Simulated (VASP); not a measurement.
# ZnS: single point with r2SCAN0

**What was measured.**

“Electronic, vibrational, and thermodynamic properties of ZnS (zincblende and rocksalt structure)”, 2009, arxiv:0911.5022 quotes, for a bulk crystal of ZnS at 19 K: band gap 3.85 eV (direct).

ZnS:

```
CELL_PARAMETERS angstrom
0.00000 2.70200 2.70200
2.70200 0.00000 2.70200
2.70200 2.70200 0.00000
ATOMIC_POSITIONS crystal
Zn 0.75000 0.75000 0.75000
S 0.00000 0.00000 0.00000
```

| Property | Result |
| --- | --- |
| Program | VASP 6.6.1 |
| Task | single point |
| Functional | r2SCAN0 |
| Potentials or basis | VASP PAW PBE potentials, release 64 (Zn, S) |
| Cutoff | 520 eV |
| k mesh | 5 × 5 × 5 |
| Occupations | fermi-dirac, width 0.05 eV |
| Spin | no spin polarisation |
| Dipole correction | no |
| Grid for exact exchange (PRECFOCK) | Normal |
| Further INCAR settings | ALGO = Normal; EDIFF = 1e-07; NBANDS = 16 |
| Share of exact exchange | 0.25 |

```json
{
  "Pressure": "-0.6 GPa",
  "Band gap on the k mesh": "4.38 eV"
}
```

Levels at points of the mesh, in eV from the valence-band top:
| k point | band 5 | band 6 | band 7 | band 8 | band 9 | band 10 | band 11 | band 12 | band 13 | band 14 |
| --- | --- | --- | --- | --- | --- | --- | --- | --- | --- | --- |
| (0.00, 0.00, 0.00) | -7.57 | -7.57 | 0.00 | 0.00 | 0.00 | 4.38 | 8.76 | 8.76 | 8.76 | 14.31 |

Wall time 81 min on 1 thread of AMD EPYC 7R13 Processor (Zen 3), with other jobs on the host, peak memory 0.14 GiB.

Against the measured gap of ZnS, 3.85 eV (direct; 19 K; quoted in “Electronic, vibrational, and thermodynamic properties of ZnS (zincblende and rocksalt structure)”, 2009, arxiv:0911.5022), the calculated 4.38 eV is off by +0.53 eV. The value is that of r2SCAN0, without temperature or zero-point motion.

Caveat: the PAW data sets were made with another functional, which shifts forces and pressure a little.
